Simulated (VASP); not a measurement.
**HfO2: single point with r2SCAN**

HfO2:

```
Hf O
1.0
     0.00000    2.55750    2.55750
     2.55750    0.00000    2.55750
     2.55750    2.55750    0.00000
Hf O
1 2
Direct
  0.00000 0.00000 0.88270
  0.25000 0.25000 0.25000
  0.75000 0.75000 0.75000
```

This cell differs from its parent crystal: atom 1 (Hf) moved by (-0.300, -0.300) A along x and y.

- Program: VASP 6.6.1
- Task: single point
- Functional: r2SCAN
- Potentials or basis: VASP PAW PBE potentials, release 64 (Hf_pv, O)
- Cutoff: 520 eV
- k mesh: 8 × 8 × 8
- Occupations: gaussian, width 0.05 eV
- Spin: no spin polarisation
- Dipole correction: no
- Further INCAR settings: ALGO = Normal; EDIFF = 1e-06; NBANDS = 18

- Pressure: 9.1 GPa
- Largest force: 4.594 eV/Å
- Band gap on the k mesh: 3.76 eV, indirect (least direct gap 4.10 eV)

Forces in eV/Å, atoms in the order of the input:
```
Hf   3.248  3.248  0.000
O   -1.624 -1.624  2.077
O   -1.624 -1.624 -2.077
```

Stress tensor (GPa, compression positive):
```
 7.46 13.92  0.00
13.92  7.46  0.00
 0.00  0.00 12.40
```

Levels at points of the mesh, in eV from the valence-band top:
```
           k point  band 8  band 9  band 10  band 11  band 12  band 13  band 14  band 15
(0.00, 0.00, 0.00)   -4.79   -2.04    -1.51    -1.12     5.12     5.95     6.43     9.49
(0.50, 0.00, 0.00)   -3.28   -2.69    -2.59    -2.45     5.42     5.84     7.21     9.30
(0.00, 0.00, 0.50)   -3.51   -2.64    -2.25    -2.22     5.20     5.23     6.23     9.60
(0.50, 0.50, 0.00)   -3.76   -2.93    -1.23     0.00     4.21     5.68     6.74     7.08
(0.00, 0.50, 0.50)   -3.86   -2.51    -1.41    -0.24     4.54     5.85     7.53     7.64
```

Wall time 100 s on 1 thread of Intel(R) Xeon(R) 6975P-C (Granite Rapids) (shared host), peak memory 0.19 GiB.

Caveat: the cell differs from its parent crystal (atom 1 (Hf) moved by (-0.300, -0.300) A along x and y); the PAW data sets were made with another functional, which shifts forces and pressure a little; spin-orbit coupling is left out, which moves the levels of the heavy elements. A k mesh can miss the band edges.
